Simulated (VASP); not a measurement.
A run of VASP 6.6.1:

The input INCAR:

```
ALGO     = Normal         # electronic algorithm
EDIFF    = 1E-7           # SCF threshold, eV
ENCUT    = 520            # plane-wave cutoff, eV
GGA      = PS             # functional
ISIF     = 2              # what is computed and relaxed
ISMEAR   = -1             # smearing method
ISPIN    = 2              # spin polarisation
LASPH    = T              # aspherical terms in the spheres
LCHARG   = T              # write CHGCAR
LELF     = T              # ELF
LMAXMIX  = 4              # l up to which the mixer works
LORBIT   = 11             # projections on sites
LREAL    = F              # projectors in reciprocal space
LVHAR    = T            
LWAVE    = F              # write WAVECAR
MAGMOM   = 2 0            # initial moments
NBANDS   = 17             # bands
NELM     = 150            # most SCF steps
PREC     = Accurate       # precision mode
SIGMA    = 0.05           # smearing width, eV
```

The input KPOINTS:

```
k-points
0
Gamma
  9 9 9
```

The input POSCAR:

```
AlCo
1.0
    2.7618482194      0.0000000000      0.0000000000
    0.0000000000      2.7618482194      0.0000000000
    0.0000000000      0.0000000000      2.7618482194
Co Al
1 1
Direct
    0.5000000000      0.5000000000      0.5000000000
    0.0000000000      0.0000000000      0.0000000000
```

Potentials or basis: VASP PAW PBE potentials, release 64 (Co, Al).

Run with:

```console
$ cat potpaw_PBE.64/Co/POTCAR potpaw_PBE.64/Al/POTCAR > POTCAR
$ mpirun -np 1 vasp_std > vasp.out
```

Hardware: 1 thread of Intel(R) Xeon(R) Platinum 8559C (Emerald Rapids) (shared host).

Task: How long does it take, and how much memory?

Result: Wall time 13 s on 1 thread of Intel(R) Xeon(R) Platinum 8559C (Emerald Rapids) (shared host), peak memory 0.15 GiB. Counts: scf iterations 15, k points 35.
